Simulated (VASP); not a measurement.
Input of a VASP 6.6.1 run:

Contents of INCAR:

```
PREC     = Accurate       # precision mode
ENCUT    = 520            # plane-wave cutoff, eV
EDIFF    = 1E-7           # SCF threshold, eV
ISMEAR   = 0              # smearing method
SIGMA    = 0.05           # smearing width, eV
LREAL    = False          # projectors in reciprocal space
LASPH    = True           # aspherical terms in the spheres
NELM     = 100            # most SCF steps
ALGO     = Normal         # electronic algorithm
ISIF     = 2              # what is computed and relaxed
LWAVE    = False          # write WAVECAR
LCHARG   = False          # write CHGCAR
NBANDS   = 16             # bands
```

The input KPOINTS:

```
Automatic mesh
0
Gamma
  12 12 6
```

The input POSCAR:

```
SiC
1.0
    2.9787958993      0.0000000000      0.0000000000
   -1.4893979497      2.5797129215      0.0000000000
    0.0000000000      0.0000000000      5.2802136111
Si C
2 2
Direct
    0.3333333333      0.6666666667      0.0046041256
    0.6666666667      0.3333333333      0.5046041256
    0.3333333333      0.6666666667      0.3355409659
    0.6666666667      0.3333333333      0.8355409659
```

Potentials or basis: VASP PAW LDA potentials, release 64 (Si, C).

Launch:

```bash
$ cat potpaw_LDA.64/Si/POTCAR potpaw_LDA.64/C/POTCAR > POTCAR
$ mpirun -np 1 vasp_std > vasp.out
```

Question: Predict the pressure.

Answer: 1.2 GPa.

Question: Predict the largest force.

Answer: 4.634 eV/Å.

Question: Estimate the band gap on the k mesh.

Answer: Zero (band 8 reaches 9.28 eV, above the bottom of band 9 at 9.26 eV).

Forces on the atoms (eV/Å):
```
Si   0.000  0.000 -4.634
Si   0.000  0.000 -4.634
C    0.000  0.000  4.634
C    0.000  0.000  4.634
```

Caveat: forces of over 1 eV/Å act on the atoms, so gaps and moduli don't describe the material at rest.
